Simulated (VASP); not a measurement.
A run of VASP 6.6.1 is set up as follows.

The input INCAR:

```
SYSTEM = Cd
ALGO = Normal
EDIFF = 1E-7
ENCUT = 520
GGA = PE
ISIF = 2
ISMEAR = -1
LASPH = .TRUE.
LCHARG = .FALSE.
LREAL = .FALSE.
LWAVE = .FALSE.
NBANDS = 12
NELM = 100
PREC = Accurate
SIGMA = 0.08
```

Contents of KPOINTS:

```
k-points
0
G
  14 14 14
  0 0 0
```

The input POSCAR:

```
Cd
1.0
    0.0000000000      1.9784661877      1.9784661877
    1.9784661877      0.0000000000      1.9784661877
    1.9784661877      1.9784661877      0.0000000000
Cd
1
Direct
    0.0000000000      0.0000000000      0.0000000000
```

Potentials or basis: VASP PAW PBE potentials, release 64 (Cd).

Command:

```bash
$ cat potpaw_PBE.64/Cd/POTCAR > POTCAR
$ mpirun -np 1 vasp_std > vasp.out
```

(1) What does it give for the pressure?

(2) Estimate the band gap on the k mesh.

## Answers

(1) 51.4 GPa.

(2) zero (band 6 reaches 7.52 eV, above the bottom of band 7 at 5.38 eV).
